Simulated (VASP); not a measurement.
# Ti in VASP: single point with LDA

Aim: the single point of Ti with LDA.

Everything below comes from runs of VASP 6.6.1. Logs are shortened: lines on timing, memory, paths and dates and some standing lists are left out, and cuts for length are marked.

## (1) The cell of the first run

The cell holds a slab with vacuum, 5 atoms: a = 2.864 Å, b = 2.864 Å, c = 23.071 Å, α = 90.00°, β = 90.00°, γ = 120.00°.

## (2) Single point, LDA

INCAR

```
SYSTEM = Ti
  PREC = Accurate
  ENCUT = 520
  EDIFF = 1E-7
  ISMEAR = 0
  SIGMA = 0.1
  LREAL = .False.
  LASPH = .True.
  NELM = 80
  ALGO = Fast
  ISIF = 2
  LWAVE = .False.
  LCHARG = .False.
  LDIPOL = .True.
  IDIPOL = 3
  DIPOL = 0.5 0.5 0.500
  GGA = CA
  NBANDS = 38
```

KPOINTS

```
Automatic mesh
0
Gamma
  12 12 1
  0 0 0
```

POSCAR

```
Ti
1.0
    2.8641158409      0.0000000000      0.0000000000
   -1.4320579204      2.4803970776      0.0000000000
    0.0000000000      0.0000000000     23.0707499111
Ti
5
Direct
    0.6666666667      0.3333333333      0.3034144979
    0.3333333333      0.6666666667      0.4017072489
    0.6666666667      0.3333333333      0.5010702869
    0.3333333333      0.6666666667      0.6017876530
    0.6666666667      0.3333333333      0.6931402129
```

Potentials or basis: VASP PAW LDA potentials, release 64 (Ti_sv).

Command:

```console
$ cat potpaw_LDA.64/Ti_sv/POTCAR > POTCAR
$ mpirun -np 1 vasp_std > vasp.out
```

OUTCAR:

```text
SYSTEM = Ti
   PREC = Accurate
   ENCUT = 520
   EDIFF = 1E-7
   ISMEAR = 0
   LREAL = .False.
   LASPH = .True.
   NELM = 80
   ISIF = 2
   GGA = CA

 ion  position               nearest neighbor table
   1  0.667  0.333  0.303-   2 2.81   2 2.81   2 2.81
   2  0.333  0.667  0.402-   1 2.81   1 2.81   1 2.81   3 2.83   3 2.83   3 2.83
   3  0.667  0.333  0.501-   2 2.83   2 2.83   2 2.83   4 2.85   4 2.85   4 2.85
   4  0.333  0.667  0.602-   5 2.68   5 2.68   5 2.68   3 2.85   3 2.85   3 2.85
   5  0.667  0.333  0.693-   4 2.68   4 2.68   4 2.68

  LATTYP: Found a hexagonal cell.
 ALAT       =     2.8641158409
 C/A-ratio  =     8.0551036315

  Lattice vectors:

 A1 = (   2.8641158409,   0.0000000000,   0.0000000000)
 A2 = (  -1.4320579204,   2.4803970776,   0.0000000000)
 A3 = (   0.0000000000,   0.0000000000,  23.0707499111)

Analysis of symmetry for initial positions (statically):
=====================================================================
 Subroutine PRICEL returns:
 Original cell was already a primitive cell.

 Routine SETGRP: Setting up the symmetry group for a
 hexagonal supercell.

 Subroutine GETGRP returns: Found  6 space group operations
 (whereof  6 operations were pure point group operations)
 out of a pool of 24 trial point group operations.

The static configuration has the point symmetry C_3v.

Analysis of symmetry for dynamics (positions and initial velocities):
=====================================================================
 Subroutine PRICEL returns:
 Original cell was already a primitive cell.

 Routine SETGRP: Setting up the symmetry group for a
 hexagonal supercell.

 Subroutine GETGRP returns: Found  6 space group operations
 (whereof  6 operations were pure point group operations)
 out of a pool of 24 trial point group operations.

The dynamic configuration has the point symmetry C_3v.

 Subroutine INISYM returns: Found  6 space group operations
 (whereof  6 operations are pure point group operations),
 and found     1 'primitive' translations

----------------------------------------------------------------------------------------

                                     Primitive cell

  volume of cell :     163.8979

  direct lattice vectors                    reciprocal lattice vectors
     2.864115841  0.000000000  0.000000000     0.349147889  0.201580628  0.000000000
    -1.432057920  2.480397078  0.000000000     0.000000000  0.403161256  0.000000000
     0.000000000  0.000000000 23.070749911     0.000000000  0.000000000  0.043344928

  length of vectors
     2.864115841  2.864115841 23.070749911     0.403161256  0.403161256  0.043344928

  position of ions in fractional coordinates (direct lattice)
     0.666666667  0.333333333  0.303414498
     0.333333333  0.666666667  0.401707249
     0.666666667  0.333333333  0.501070287
     0.333333333  0.666666667  0.601787653
     0.666666667  0.333333333  0.693140213

  ion indices of the primitive-cell ions
   primitive index   ion index
                 1           1
                 2           2
                 3           3
                 4           4
                 5           5

----------------------------------------------------------------------------------------

 KPOINTS: Automatic mesh

Automatic generation of k-mesh.
 Grid dimensions read from file:
 generate k-points for:   12   12    1

 Generating k-lattice:

  Cartesian coordinates                     Fractional coordinates (reciprocal lattice)
     0.029095657  0.016798386  0.000000000     0.083333333 -0.000000000  0.000000000
     0.000000000  0.033596771  0.000000000     0.000000000  0.083333333  0.000000000
     0.000000000  0.000000000  0.043344928     0.000000000  0.000000000  1.000000000

  Length of vectors
     0.033596771  0.033596771  0.043344928

  Shift w.r.t. Gamma in fractional coordinates (k-lattice)
     0.000000000  0.000000000  0.000000000

 Subroutine IBZKPT returns following result:
 ===========================================

 Found     19 irreducible k-points:

 Following reciprocal coordinates:
            Coordinates               Weight
  0.000000  0.000000  0.000000      1.000000
  0.083333  0.000000  0.000000      6.000000
  0.166667  0.000000  0.000000      6.000000
  0.250000  0.000000  0.000000      6.000000
  0.333333  0.000000  0.000000      6.000000
  0.416667  0.000000  0.000000      6.000000
[... 11 lines left out ...]
  0.333333  0.250000  0.000000     12.000000
  0.333333  0.333333  0.000000      2.000000
   k-points           NKPTS =     19   k-points in BZ     NKDIM =     19   number of bands    NBANDS=     38
   number of dos      NEDOS =    301   number of ions     NIONS =      5
   total plane-waves  NPLWV = 103680
   dimension x,y,z NGX =    24 NGY =   24 NGZ =  180
   dimension x,y,z NGXF=    48 NGYF=   48 NGZF=  360
   ions per type =               5
   NGX,Y,Z   is equivalent  to a cutoff of  13.93, 13.93, 12.97 a.u.
   NGXF,Y,Z  is equivalent  to a cutoff of  27.86, 27.86, 25.94 a.u.
 SYSTEM =  Ti
   PREC   = accura    normal or accurate (medium, high low for compatibility)
   ISTART =      0    job   : 0-new  1-cont  2-samecut
   ICHARG =      2    charge: 1-file 2-atom 10-const
   ISPIN  =      1    spin polarized calculation?
   LNONCOLLINEAR =      F non collinear calculations
   LSORBIT =      F    spin-orbit coupling
   LASPH  =      T    aspherical Exc in radial PAW
   ENCUT  =  520.0 eV  38.22 Ry    6.18 a.u.   5.33  5.33 42.90*2*pi/ulx,y,z
   NELM   =     80;   NELMIN=  2; NELMDL= -5     # of ELM steps
   EDIFF  = 0.1E-06   stopping-criterion for ELM
   LREAL  =      F    real-space projection
   EDIFFG = 0.1E-05   stopping-criterion for IOM
   NSW    =      0    number of steps for IOM
   IBRION =     -1    ionic relax: 0-MD 1-quasi-New 2-CG
   NFREE  =      0    steps in history (QN), initial steepest desc. (CG)
   ISIF   =      2    stress and relaxation
   ISYM   =      2    0-nonsym 1-usesym 2-fastsym
   POTIM  = 0.5000    time-step for ionic-motion
   TEBEG  =    0.0;   TEEND  =   0.0 temperature during run
   PSTRESS=    0.0 pullay stress
   NELECT =      60.0000    total number of electrons
   NUPDOWN=      -1.0000    fix difference up-down
   EMIN   =  10.00;   EMAX   =-10.00  energy-range for DOS
   EFERMI =   0.00;   METHOD = LEGACY
   ISMEAR =     0;   SIGMA  =   0.10  broadening in eV -4-tet -1-fermi 0-gaus
   EFERMI_NEDOS =   21; number of points for ismear=-14 and -15
   IALGO  =     68    algorithm
   IMIX   =      4    mixing-type and parameters
     AMIX     =   0.40;   BMIX     =  1.00
     AMIX_MAG =   1.60;   BMIX_MAG =  1.00
  volume/ion in A,a.u.               =      32.78       221.21
  Fermi-wavevector in a.u.,A,eV,Ry     =   1.171118  2.213093 18.660635  1.371518
  Thomas-Fermi vector in A             =   2.307567
   LORBIT       =      0    0 simple, 1 ext, 2 COOP (PROOUT), +10 PAW based schemes
   GGA     = CA    functional components
   LHFCALC =     F    Hartree Fock is set to
   AEXX    =    0.0000 exact exchange contribution
   IVDW    =     0    specifies the selected vdW correction
   LEPSILON=     F    determine dielectric tensor
   LRPA    =     F    only Hartree local field effects (RPA)
 non-spin polarized calculation
 RMM-DIIS sequential band-by-band and
 Gauss-broadening in eV      SIGMA  =   0.10
  energy-cutoff  :      520.00
  volume of cell :      163.90
 maximum number of plane-waves:      4455
 NGX is ok and might be reduce to    24
   NGX = 11   NGY = 11   NGZ = 85

 dipolmoment           0.000000      0.000000      0.018956 electrons x Angstroem

 number of electron      60.0000005 magnetization

 dipolmoment           0.000000      0.000000     -0.005049 electrons x Angstroem

 Free energy of the ion-electron system (eV)
  ---------------------------------------------------
  ext. energy  EPLUGINS =         0.00000000
  ---------------------------------------------------
  free energy    TOTEN  =       -40.74638478 eV

  energy without entropy =      -40.70472821  energy(sigma->0) =      -40.72555649

 E-fermi :   2.1275     XC(G=0):  -6.9051

 val. band max:        2.1051129988   @ k =   0.0833   0.0833   0.0000
 cond. band min:       2.1309420403   @ k =   0.3333   0.2500   0.0000
 fundamental gap:      0.0258290415
 Fermi energy:         2.1274878412

 k-point     1 :       0.0000    0.0000    0.0000
  band No.  band energies     occupation
      1     -54.0244      2.00000
      2     -53.9834      2.00000
      3     -53.8459      2.00000
      4     -53.7653      2.00000
      5     -53.7000      2.00000
      6     -30.9571      2.00000
[... 30 lines left out ...]
     37       3.0892      0.00000
     38       3.4002      0.00000

 k-point     2 :       0.0833    0.0000    0.0000
  band No.  band energies     occupation
      1     -54.0170      2.00000
      2     -53.9749      2.00000
      3     -53.8380      2.00000
      4     -53.7596      2.00000
      5     -53.6954      2.00000
      6     -30.9411      2.00000
[... 30 lines left out ...]
     37       3.0749      0.00000
     38       3.1479      0.00000

 k-point     3 :       0.1667    0.0000    0.0000
  band No.  band energies     occupation
      1     -53.9967      2.00000
      2     -53.9518      2.00000
      3     -53.8160      2.00000
      4     -53.7441      2.00000
      5     -53.6830      2.00000
      6     -30.8976      2.00000
[... 30 lines left out ...]
     37       3.2283      0.00000
     38       3.4136      0.00000

 k-point     4 :       0.2500    0.0000    0.0000
  band No.  band energies     occupation
      1     -53.9688      2.00000
      2     -53.9199      2.00000
      3     -53.7848      2.00000
      4     -53.7233      2.00000
      5     -53.6668      2.00000
      6     -30.8454      2.00000
[... 30 lines left out ...]
     37       3.3594      0.00000
     38       3.7395      0.00000
[... 498 lines left out ...]
      4     -53.6855      2.00000
      5     -53.6376      2.00000
      6     -30.8277      2.00000
[... 30 lines left out ...]
     37       3.3500      0.00000
     38       3.7060      0.00000

 k-point    18 :       0.3333    0.2500    0.0000
  band No.  band energies     occupation
      1     -53.9024      2.00000
      2     -53.8428      2.00000
      3     -53.6987      2.00000
      4     -53.6814      2.00000
      5     -53.6330      2.00000
      6     -30.8220      2.00000
[... 30 lines left out ...]
     37       3.6013      0.00000
     38       3.8505      0.00000

 k-point    19 :       0.3333    0.3333    0.0000
  band No.  band energies     occupation
      1     -53.8986      2.00000
      2     -53.8384      2.00000
      3     -53.6909      2.00000
      4     -53.6816      2.00000
      5     -53.6314      2.00000
      6     -30.7754      2.00000
[... 30 lines left out ...]
     37       3.7015      0.00000
     38       3.8935      0.00000

------------------------ aborting loop because EDIFF is reached ----------------------------------------

 vacuum level on the upper side and lower side of the slab       (xc-potential included)        -0.220        -0.097

  FORCE on cell =-STRESS in cart. coord.  units (eV):
  Direction    XX          YY          ZZ          XY          YZ          ZX
  --------------------------------------------------------------------------------------
  -------------------------------------------------------------------------------------
  Total       -1.6348327     -1.6348327     -1.5050001     -0.0000000      0.0000000     -0.0000000
  in kB      -15.9812369    -15.9812369    -14.7120642     -0.0000000      0.0000000     -0.0000000
  external PRESSURE =     -15.5581793 kB  Pullay stress =       0.0000000 kB

 VOLUME and BASIS-vectors are now :
 -----------------------------------------------------------------------------
  energy-cutoff  :      520.00
  volume of cell :      163.90
      direct lattice vectors                 reciprocal lattice vectors
     2.864115841  0.000000000  0.000000000     0.349147889  0.201580628  0.000000000
    -1.432057920  2.480397078  0.000000000     0.000000000  0.403161256  0.000000000
     0.000000000  0.000000000 23.070749911     0.000000000  0.000000000  0.043344928

 POSITION                                       TOTAL-FORCE (eV/Angst)
 -----------------------------------------------------------------------------------
      1.43206      0.82680      7.00000         0.000000     -0.000000      0.634701
     -0.00000      1.65360      9.26769        -0.000000     -0.000000     -0.631100
      1.43206      0.82680     11.56007         0.000000     -0.000000     -0.002459
     -0.00000      1.65360     13.88369        -0.000000      0.000000      0.005919
      1.43206      0.82680     15.99126         0.000000      0.000000     -0.007061
 -----------------------------------------------------------------------------------
    total drift:                               -0.000000      0.000000     -0.000112

  FREE ENERGIE OF THE ION-ELECTRON SYSTEM (eV)
  ---------------------------------------------------
  free  energy   TOTEN  =       -40.7463847762 eV

  energy  without entropy=      -40.7047282092  energy(sigma->0) =      -40.72555649

 vacuum level on the upper side and lower side of the slab         6.641         6.766
```

It took 12 min on 1 thread of Intel Xeon Platinum 8259CL at 2.50GHz (Skylake/Cascade Lake), shared host; peak memory 0.28 GiB.

Results:

- Free energy: -40.7464 eV
- Largest force: 0.635 eV/Å
- Band gap on the k mesh: zero (band 30 reaches 2.74 eV, above the bottom of band 31 at 1.74 eV)

Forces on the atoms (eV/Å):
```
Ti   0.000  0.000  0.635
Ti   0.000  0.000 -0.631
Ti   0.000  0.000 -0.002
Ti   0.000  0.000  0.006
Ti   0.000  0.000 -0.007
```
